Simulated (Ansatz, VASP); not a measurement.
One calculation of W16CO, two programs

The input INCAR:

```
SYSTEM = W16CO
PREC     = Accurate       ! precision mode
ENCUT    = 520            ! plane-wave cutoff, eV
EDIFF    = 1E-6           ! SCF threshold, eV
ISMEAR   = 1              ! smearing method
SIGMA    = 0.1            ! smearing width, eV
LREAL    = .False.        ! projectors in reciprocal space
LASPH    = .True.         ! aspherical terms in the spheres
NELM     = 120            ! most SCF steps
ALGO     = Normal         ! electronic algorithm
ISIF     = 2              ! what is computed and relaxed
LWAVE    = .False.        ! write WAVECAR
LCHARG   = .False.        ! write CHGCAR
GGA      = PE             ! functional
IVDW     = 12             ! dispersion correction
NBANDS   = 132            ! bands
GGA_COMPAT= .False.      
NELMDL   = -8
```

KPOINTS

```
regular mesh
0
Gamma
  1 2 1
  0 0 0
```

POSCAR

```
W16CO
1.0
    6.3200000000      0.0000000000      0.0000000000
    3.1600000000      4.4689148571      0.0000000000
    0.0000000000      0.0000000000     23.2033722856
W C O
16 1 1
Direct
    0.7500000000      0.5000000000      0.1077429600
    0.2500000000      0.5000000000      0.1077429600
    0.7500000000      0.0000000000      0.1077429600
    0.2500000000      0.0000000000      0.1077429600
    0.0000000000      0.0000000000      0.2040417800
    0.5000000000      0.0000000000      0.2040417800
    0.0000000000      0.5000000000      0.2040417800
    0.5000000000      0.5000000000      0.2040417800
    0.7520498000      0.4960360500      0.3010016100
    0.2474452000      0.5050085600      0.3015020400
    0.7486609900     -0.0010341000      0.3001234800
    0.2522276000     -0.0010971300      0.3001192700
   -0.0031501100      0.0054019400      0.3985485400
    0.5020979400     -0.0056085200      0.3931512600
    0.0003043000      0.5045225500      0.3946308600
    0.4956522600      0.5036535800      0.3944776300
   -0.1282002400      0.2444936000      0.4725753100
   -0.1880498500      0.3557435300      0.5185772100
```

Input for Ansatz:

```yaml
crystal:
  lattice:
    - [6.32, 0.0, 0.0]
    - [3.16, 4.4689148571, 0.0]
    - [0.0, 0.0, 23.2033722856]
  atoms:
    - { symbol: W, position: [0.75, 0.5, 0.10774296] }
    - { symbol: W, position: [0.25, 0.5, 0.10774296] }
    - { symbol: W, position: [0.75, 0.0, 0.10774296] }
    - { symbol: W, position: [0.25, 0.0, 0.10774296] }
    - { symbol: W, position: [0.0, 0.0, 0.20404178] }
    - { symbol: W, position: [0.5, 0.0, 0.20404178] }
    - { symbol: W, position: [0.0, 0.5, 0.20404178] }
    - { symbol: W, position: [0.5, 0.5, 0.20404178] }
    - { symbol: W, position: [0.7520498, 0.49603605, 0.30100161] }
    - { symbol: W, position: [0.2474452, 0.50500856, 0.30150204] }
    - { symbol: W, position: [0.74866099, -0.0010341, 0.30012348] }
    - { symbol: W, position: [0.2522276, -0.00109713, 0.30011927] }
    - { symbol: W, position: [-0.00315011, 0.00540194, 0.39854854] }
    - { symbol: W, position: [0.50209794, -0.00560852, 0.39315126] }
    - { symbol: W, position: [0.0003043, 0.50452255, 0.39463086] }
    - { symbol: W, position: [0.49565226, 0.50365358, 0.39447763] }
    - { symbol: C, position: [-0.12820024, 0.2444936, 0.47257531] }
    - { symbol: O, position: [-0.18804985, 0.35574353, 0.51857721] }
hamiltonian:
  xc: pbe
  dispersion: d3bj
kpoints:
  mp_grid: { grid: [1, 2, 1] }
scf:
  occupations: { method: methfessel_paxton, width: 0.1 }
  max_iter: 140
  lower_state_search: "off"
output:
  forces: true
```

Alike in both runs: task single point; functional PBE; dispersion D3(BJ); k mesh 1 × 2 × 1; occupations methfessel-paxton of order 1, width 0.1 eV; no spin polarisation.

|  | VASP | Ansatz |
| --- | --- | --- |
| version | VASP 6.6.1 | Ansatz 0.2.0 |
| potentials or method | VASP PAW PBE potentials, release 64 (W_sv, C, O) | scalar-relativistic, plane waves, PAW |
| plane-wave cutoff (eV) | 520 | 420 |
| valence electrons in the cell | 234 | 234 |

VASP gave:

* rms of the force components (eV/Å): 0.294

Q: Which values does Ansatz return?

A: rms of the force components (eV/Å): 0.262.

Atom by atom the forces differ by 0.133 eV/Å (rms over components).

The k mesh is coarse, so the values compare programs but aren't converged. Neither program's run includes spin-orbit coupling. Noted on VASP's run: the standard files for N, O and F lose accuracy on very short bonds.
